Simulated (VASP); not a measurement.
Runs of VASP 6.6.1 on SiC (Moissanite). The structure is that of space group P6_3mc (No. 186), or close to it. The cells are those of the table. 

```csv
task,level,potentials or basis,cell,k mesh,cutoff (eV),grid for exact exchange (PRECFOCK),gap on the mesh (eV),pressure (GPa),relaxed volume (Å³/atom),largest force (eV/Å)
single point,BLYP+D3(BJ),"VASP PAW PBE potentials, release 64 (Si, C)","a = 3.066, b = 3.066, c = 5.035 Å, angles 90.0, 90.0, 120.0°, 4 atoms",10 × 10 × 5,520,-,2.75,0.6,-,-
relaxation of cell and atoms,PBE+D4,"VASP PAW PBE potentials, release 64 (Si, C)","relaxed from a = 3.076, b = 3.076, c = 5.048 Å, angles 90.0, 90.0, 120.0°, 4 atoms",10 × 10 × 5,600,-,2.42,0.0,10.29,-
single point,SVWN5,"VASP PAW PBE potentials, release 64 (Si, C)","a = 3.136, b = 3.136, c = 5.147 Å, angles 90.0, 90.0, 120.0°, 4 atoms",10 × 10 × 5,520,-,2.39,-14.1,-,0.66
single point,SVWN5,"VASP PAW PBE potentials, release 64 (Si, C)","a = 3.076, b = 3.076, c = 5.048 Å, angles 90.0, 90.0, 120.0°, 4 atoms",10 × 10 × 5,520,-,(a),-2.8,-,0.74
single point,RPBE+D4,"VASP PAW PBE potentials, release 64 (Si, C)","a = 3.060, b = 3.060, c = 5.024 Å, angles 90.0, 90.0, 120.0°, 4 atoms",10 × 10 × 5,520,-,2.44,-0.6,-,-
single point,r2SCAN,"VASP PAW PBE potentials, release 64 (Si, C)","a = 3.096, b = 3.096, c = 5.081 Å, angles 90.0, 90.0, 120.0°, 4 atoms",10 × 10 × 5,520,-,2.89,-4.3,-,0.74
relaxation of cell and atoms,LDA,"VASP PAW LDA potentials, release 64 (Si, C)","relaxed from a = 3.076, b = 3.076, c = 5.048 Å, angles 90.0, 90.0, 120.0°, 4 atoms",10 × 10 × 5,600,-,2.28,-0.2,10.16,-
single point,revPBE+D4,"VASP PAW PBE potentials, release 64 (Si, C)","a = 3.013, b = 3.013, c = 4.945 Å, angles 90.0, 90.0, 120.0°, 4 atoms",10 × 10 × 5,520,-,2.40,(b),-,0.85
single point,LDA,"VASP PAW LDA potentials, release 64 (Si, C)","a = 3.013, b = 3.013, c = 4.945 Å, angles 90.0, 90.0, 120.0°, 4 atoms",10 × 10 × 5,520,-,2.25,11.4,-,0.84
single point,HF,"VASP PAW PBE potentials, release 64 (Si, C)","a = 3.076, b = 3.076, c = 5.048 Å, angles 90.0, 90.0, 120.0°, 4 atoms",5 × 5 × 3,520,Normal,10.42,0.5,-,(c)
single point,PBEsol+D3(BJ),"VASP PAW PBE potentials, release 64 (Si, C)","a = 3.059, b = 3.059, c = 5.018 Å, angles 90.0, 90.0, 120.0°, 4 atoms",10 × 10 × 5,520,-,2.24,0.4,-,-
single point,r2SCAN+D3(BJ),"VASP PAW PBE potentials, release 64 (Si, C)","a = 3.096, b = 3.096, c = 5.081 Å, angles 90.0, 90.0, 120.0°, 4 atoms",10 × 10 × 5,520,-,2.89,-6.4,-,0.74
```

Alike in all rows: no spin polarisation; smearing fermi-dirac 0.05 eV.

Q: Estimate the missing entries.

A: (a) 2.37; (b) 11.6; (c) 0.87.

Caveats: some runs use coarse meshes; the PAW data sets were made with another functional, which shifts forces and pressure a little (some runs).

A k mesh can miss the band edges.
